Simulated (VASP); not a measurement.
# Ge (Fd-3m) in VASP: notebook

Ge is run at these levels: PBE; tasks: relaxation of cell and atoms.

Program: VASP 6.6.1. These are calculated values, not measurements. Logs are shortened: lines on timing, memory, paths and dates and some standing lists are left out, and cuts for length are marked.

### Step 1. The cell of the first run

The structure is cubic, space group Fd-3m (No. 227). Conventional cell: a = 5.658 Å, b = 5.658 Å, c = 5.658 Å, α = 90.00°, β = 90.00°, γ = 90.00°. Ge (site symmetry -43m) has 4 Ge at 2.45 Å within 3.2 Å.

### Step 2. Relaxation of cell and atoms, PBE, target pressure 10 GPa, at which the enthalpy is minimised

The input, INCAR:

```
PREC = Accurate
ENCUT = 500
EDIFF = 1E-7
ISMEAR = 0
SIGMA = 0.01
LREAL = F
LASPH = T
NELM = 120
ALGO = Normal
ISIF = 3
LWAVE = F
LCHARG = F
GGA = PE
IBRION = 2
NSW = 100
EDIFFG = -0.02
PSTRESS = 100.0
GGA_COMPAT = F
NELMIN = 4
```

The input, KPOINTS:

```
regular mesh
0
Gamma
  6 6 6
```

The input, POSCAR:

```
Ge
1.0
    0.0000000000      2.8289100000      2.8289100000
    2.8289100000      0.0000000000      2.8289100000
    2.8289100000      2.8289100000      0.0000000000
Ge
2
Direct
    0.5000000000      0.5000000000      0.5000000000
    0.7500000000      0.7500000000      0.7500000000
```

Potentials or basis: VASP PAW PBE potentials, release 64 (Ge_d).

Command:

```bash
$ cat potpaw_PBE.64/Ge_d/POTCAR > POTCAR
$ mpirun -np 1 vasp_std > vasp.out
```

OUTCAR:

```text
PREC = Accurate
   ENCUT = 500
   EDIFF = 1E-7
   ISMEAR = 0
   LREAL = F
   LASPH = T
   NELM = 120
   ISIF = 3
   GGA = PE
   IBRION = 2
   NSW = 100
   EDIFFG = -0.02
   PSTRESS = 100.0
   NELMIN = 4

 ion  position               nearest neighbor table
   1  0.500  0.500  0.500-   2 2.45   2 2.45   2 2.45   2 2.45
   2  0.750  0.750  0.750-   1 2.45   1 2.45   1 2.45   1 2.45

  LATTYP: Found a face centered cubic cell.
 ALAT       =     5.6578200000

  Lattice vectors:

 A1 = (   0.0000000000,   2.8289100000,   2.8289100000)
 A2 = (   2.8289100000,   0.0000000000,   2.8289100000)
 A3 = (   2.8289100000,   2.8289100000,   0.0000000000)

Analysis of symmetry for initial positions (statically):
=====================================================================
 Subroutine PRICEL returns:
 Original cell was already a primitive cell.

 Routine SETGRP: Setting up the symmetry group for a
 face centered cubic supercell.

 Subroutine GETGRP returns: Found 48 space group operations
 (whereof 24 operations were pure point group operations)
 out of a pool of 48 trial point group operations.

The static configuration has the point symmetry T_d .
 The point group associated with its full space group is O_h .

Analysis of symmetry for dynamics (positions and initial velocities):
=====================================================================
 Subroutine PRICEL returns:
 Original cell was already a primitive cell.

 Routine SETGRP: Setting up the symmetry group for a
 face centered cubic supercell.

 Subroutine GETGRP returns: Found 48 space group operations
 (whereof 24 operations were pure point group operations)
 out of a pool of 48 trial point group operations.

The dynamic configuration has the point symmetry T_d .
 The point group associated with its full space group is O_h .

 Subroutine INISYM returns: Found 48 space group operations
 (whereof 24 operations are pure point group operations),
 and found     1 'primitive' translations

----------------------------------------------------------------------------------------

                                     Primitive cell

  volume of cell :      45.2780

  direct lattice vectors                    reciprocal lattice vectors
     0.000000000  2.828910000  2.828910000    -0.176746521  0.176746521  0.176746521
     2.828910000  0.000000000  2.828910000     0.176746521 -0.176746521  0.176746521
     2.828910000  2.828910000  0.000000000     0.176746521  0.176746521 -0.176746521

  length of vectors
     4.000682889  4.000682889  4.000682889     0.306133954  0.306133954  0.306133954

  position of ions in fractional coordinates (direct lattice)
     0.500000000  0.500000000  0.500000000
     0.750000000  0.750000000  0.750000000

  ion indices of the primitive-cell ions
   primitive index   ion index
                 1           1
                 2           2

----------------------------------------------------------------------------------------

 KPOINTS: regular mesh

Automatic generation of k-mesh.
 Grid dimensions read from file:
 generate k-points for:    6    6    6

 Generating k-lattice:

  Cartesian coordinates                     Fractional coordinates (reciprocal lattice)
    -0.029457753  0.029457753  0.029457753     0.166666667  0.000000000  0.000000000
     0.029457753 -0.029457753  0.029457753     0.000000000  0.166666667  0.000000000
     0.029457753  0.029457753 -0.029457753     0.000000000  0.000000000  0.166666667

  Length of vectors
     0.051022326  0.051022326  0.051022326

  Shift w.r.t. Gamma in fractional coordinates (k-lattice)
     0.000000000  0.000000000  0.000000000

 Subroutine IBZKPT returns following result:
 ===========================================

 Found     16 irreducible k-points:

 Following reciprocal coordinates:
            Coordinates               Weight
  0.000000  0.000000  0.000000      1.000000
  0.166667  0.000000  0.000000      8.000000
  0.333333  0.000000  0.000000      8.000000
  0.500000  0.000000  0.000000      4.000000
  0.166667  0.166667  0.000000      6.000000
  0.333333  0.166667  0.000000     24.000000
[... 8 lines left out ...]
 -0.333333  0.333333  0.166667     24.000000
 -0.333333  0.500000  0.166667     12.000000
   k-points           NKPTS =     16   k-points in BZ     NKDIM =     16   number of bands    NBANDS=     18
   number of dos      NEDOS =    301   number of ions     NIONS =      2
   total plane-waves  NPLWV =  27000
   dimension x,y,z NGX =    30 NGY =   30 NGZ =   30
   dimension x,y,z NGXF=    60 NGYF=   60 NGZF=   60
   ions per type =               2
   NGX,Y,Z   is equivalent  to a cutoff of  12.47, 12.47, 12.47 a.u.
   NGXF,Y,Z  is equivalent  to a cutoff of  24.93, 24.93, 24.93 a.u.
 SYSTEM =  unknown system
   PREC   = accura    normal or accurate (medium, high low for compatibility)
   ISTART =      0    job   : 0-new  1-cont  2-samecut
   ICHARG =      2    charge: 1-file 2-atom 10-const
   ISPIN  =      1    spin polarized calculation?
   LNONCOLLINEAR =      F non collinear calculations
   LSORBIT =      F    spin-orbit coupling
   LASPH  =      T    aspherical Exc in radial PAW
   ENCUT  =  500.0 eV  36.75 Ry    6.06 a.u.   7.29  7.29  7.29*2*pi/ulx,y,z
   NELM   =    120;   NELMIN=  4; NELMDL= -5     # of ELM steps
   EDIFF  = 0.1E-06   stopping-criterion for ELM
   LREAL  =      F    real-space projection
   EDIFFG = -.2E-01   stopping-criterion for IOM
   NSW    =    100    number of steps for IOM
   IBRION =      2    ionic relax: 0-MD 1-quasi-New 2-CG
   NFREE  =      1    steps in history (QN), initial steepest desc. (CG)
   ISIF   =      3    stress and relaxation
   ISYM   =      2    0-nonsym 1-usesym 2-fastsym
   POTIM  = 0.5000    time-step for ionic-motion
   TEBEG  =    0.0;   TEEND  =   0.0 temperature during run
   PSTRESS=  100.0 pullay stress
   NELECT =      28.0000    total number of electrons
   NUPDOWN=      -1.0000    fix difference up-down
   EMIN   =  10.00;   EMAX   =-10.00  energy-range for DOS
   EFERMI =   0.00;   METHOD = LEGACY
   ISMEAR =     0;   SIGMA  =   0.01  broadening in eV -4-tet -1-fermi 0-gaus
   EFERMI_NEDOS =   21; number of points for ismear=-14 and -15
   IALGO  =     38    algorithm
   IMIX   =      4    mixing-type and parameters
     AMIX     =   0.40;   BMIX     =  1.00
     AMIX_MAG =   1.60;   BMIX_MAG =  1.00
  volume/ion in A,a.u.               =      22.64       152.78
  Fermi-wavevector in a.u.,A,eV,Ry     =   1.394756  2.635708 26.468033  1.945346
  Thomas-Fermi vector in A             =   2.518275
   LORBIT       =      0    0 simple, 1 ext, 2 COOP (PROOUT), +10 PAW based schemes
   GGA     = PE    functional components
   LHFCALC =     F    Hartree Fock is set to
   AEXX    =    0.0000 exact exchange contribution
   IVDW    =     0    specifies the selected vdW correction
   LEPSILON=     F    determine dielectric tensor
   LRPA    =     F    only Hartree local field effects (RPA)
 conjugate gradient relaxation of ions
 non-spin polarized calculation
 Gauss-broadening in eV      SIGMA  =   0.01
  energy-cutoff  :      500.00
  volume of cell :       45.28
 maximum number of plane-waves:      1167
 NGX is ok and might be reduce to    30
   NGX = 15   NGY = 15   NGZ = 15

--------------------------------------- Ionic step        1  -------------------------------------------

 number of electron      28.0000022 magnetization

 Free energy of the ion-electron system (eV)
  ---------------------------------------------------
  ext. energy  EPLUGINS =         0.00000000
  ---------------------------------------------------
  free energy    TOTEN  =        -8.96437458 eV

  energy without entropy =       -8.96437061  energy(sigma->0) =       -8.96437260

 E-fermi :   5.0206     XC(G=0):  -9.9173

 val. band max:        5.0015713580   @ k =   0.0000   0.0000   0.0000
 cond. band min:       5.0368298610   @ k =   0.0000   0.0000   0.0000
 fundamental gap:      0.0352585030
 Fermi energy:         5.0205792074

 k-point     1 :       0.0000    0.0000    0.0000
  band No.  band energies     occupation
      1     -19.8136      2.00000
      2     -19.8136      2.00000
      3     -19.8136      2.00000
      4     -19.7776      2.00000
      5     -19.7776      2.00000
      6     -19.5670      2.00000
[... 10 lines left out ...]
     17       7.5525      0.00000
     18       7.5525      0.00000
[... 380 lines left out ...]
  FREE ENERGIE OF THE ION-ELECTRON SYSTEM (eV)
  ---------------------------------------------------
  free  energy   TOTEN  =        -8.6000587326 eV

  energy  without entropy=       -8.6000587326  energy(sigma->0) =       -8.60005873

  enthalpy is  TOTEN    =        -6.1427587793 eV   P V=        2.4572999533

--------------------------------------- Ionic step        3  -------------------------------------------

 number of electron      27.9999978 magnetization

 Free energy of the ion-electron system (eV)
  ---------------------------------------------------
  ext. energy  EPLUGINS =         0.00000000
  ---------------------------------------------------
  free energy    TOTEN  =        -8.83841526 eV

  energy without entropy =       -8.83841526  energy(sigma->0) =       -8.83841526

 E-fermi :   5.7967     XC(G=0): -10.2636

 val. band max:        5.7305466872   @ k =   0.0000   0.0000   0.0000
 cond. band min:       6.1435908354   @ k =   0.5000   0.0000   0.0000
 fundamental gap:      0.4130441482
 Fermi energy:         5.7966555247

 k-point     1 :       0.0000    0.0000    0.0000
  band No.  band energies     occupation
      1     -19.2007      2.00000
      2     -19.2007      2.00000
      3     -19.2007      2.00000
      4     -19.1588      2.00000
      5     -19.1588      2.00000
      6     -18.9061      2.00000
[... 10 lines left out ...]
     17       8.3065      0.00000
     18       8.3065      0.00000
[... 335 lines left out ...]
 POSITION                                       TOTAL-FORCE (eV/Angst)
 -----------------------------------------------------------------------------------
      2.76201      2.76201      2.76201         0.000000      0.000000      0.000000
      4.14301      4.14301      4.14301        -0.000000     -0.000000     -0.000000
 -----------------------------------------------------------------------------------
    total drift:                                0.000000     -0.000000     -0.000000

  FREE ENERGIE OF THE ION-ELECTRON SYSTEM (eV)
  ---------------------------------------------------
  free  energy   TOTEN  =        -8.8384152613 eV

  energy  without entropy=       -8.8384152613  energy(sigma->0) =       -8.83841526

  enthalpy is  TOTEN    =        -6.2081850562 eV   P V=        2.6302302052

 reached required accuracy - stopping structural energy minimisation
```

It took 28 s on 1 thread of AMD EPYC 7R13 (Zen 3), shared host; peak memory 0.14 GiB.

Results:

| Item | Value |
| --- | --- |
| Free energy | -8.8384 eV |
| Relaxed volume | 21.07 Å³/atom |
| Relaxed cell | a = 3.906 Å, b = 3.906 Å, c = 3.906 Å, α = 60.00°, β = 60.00°, γ = 60.00° |
| Space group after relaxing (to 0.1 Å) | Fd-3m (No. 227) |
| Energy change on relaxing (the run minimises the enthalpy) | +63.0 meV/atom |
| Ionic steps | 3 |
| Pressure after relaxing | 9.9 GPa |
| Band gap on the k mesh | 0.41 eV (least direct gap 0.71 eV) |

Step by step:
```tsv
step	energy change (eV)	largest force (eV/Å)	pressure (GPa)	volume (Å³)
1	0.0000	0.0000	3.32	45.28
2	0.3643	0.0000	18.12	39.37
3	0.1260	0.0000	9.91	42.14
```

Final structure:
```xyz
2
Lattice="0.0000 2.7620 2.7620 2.7620 0.0000 2.7620 2.7620 2.7620 0.0000" Properties=species:S:1:pos:R:3 pbc="T T T"
Ge    2.7620    2.7620    2.7620
Ge    4.1430    4.1430    4.1430
```

Caveat: the cell is relaxed towards a set pressure, so the run minimises the enthalpy, not the energy.

(Continued in part 2 of 3.)
